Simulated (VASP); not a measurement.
Runs of VASP 6.6.1 on Sn2Se. The structure is that of space group P6/mmm (No. 191), or close to it. The cells are those of the table. 

| task | cell | k mesh | cutoff (eV) | k mesh for the DOS | occupations for the DOS | gap on the mesh (eV) | pressure (GPa) | relaxed volume (Å³/atom) | largest force (eV/Å) |
| --- | --- | --- | --- | --- | --- | --- | --- | --- | --- |
| single point | a = 3.248, b = 3.248, c = 8.878 Å, angles 90.0, 90.0, 120.0°, 3 atoms | 18 × 18 × 6 | 520 | - | - | none | 0.0 | - | - |
| single point | a = 3.965, b = 3.965, c = 6.128 Å, angles 90.0, 90.0, 120.0°, 3 atoms | 6 × 6 × 4 | 520 | - | - | none | 57.4 | - | (b) |
| relaxation of cell and atoms | relaxed from a = 3.232, b = 3.232, c = 8.939 Å, angles 90.0, 90.0, 120.0°, 3 atoms | 18 × 18 × 6 | 600 | - | - | none | 0.0 | (a) | - |
| relaxation of cell and atoms | relaxed from a = 3.965, b = 3.965, c = 6.128 Å, angles 90.0, 90.0, 120.0°, 3 atoms | 6 × 6 × 4 | 600 | - | - | none | 0.0 | 26.94 | 0.02 |
| single point | a = 3.232, b = 3.232, c = 8.939 Å, angles 90.0, 90.0, 120.0°, 3 atoms | 6 × 6 × 4 | 520 | - | - | none | -0.1 | - | 0.03 |

Alike in all rows: level PBE; potentials or basis VASP PAW PBE potentials, release 64 (Sn_d, Se); no spin polarisation; smearing gaussian 0.1 eV.

Fill in the values left out.

(a) 27.02; (b) 5.06.

Caveats: some runs use coarse meshes; spin-orbit coupling is left out, which moves the levels of the heavy elements; forces of over 1 eV/Å act on the atoms, so gaps and moduli don't describe the material at rest (some runs).

A k mesh can miss the band edges, and the runs leave out spin-orbit coupling on Se, Sn.

A gap of «none» marks levels without a gap at the run's occupations.
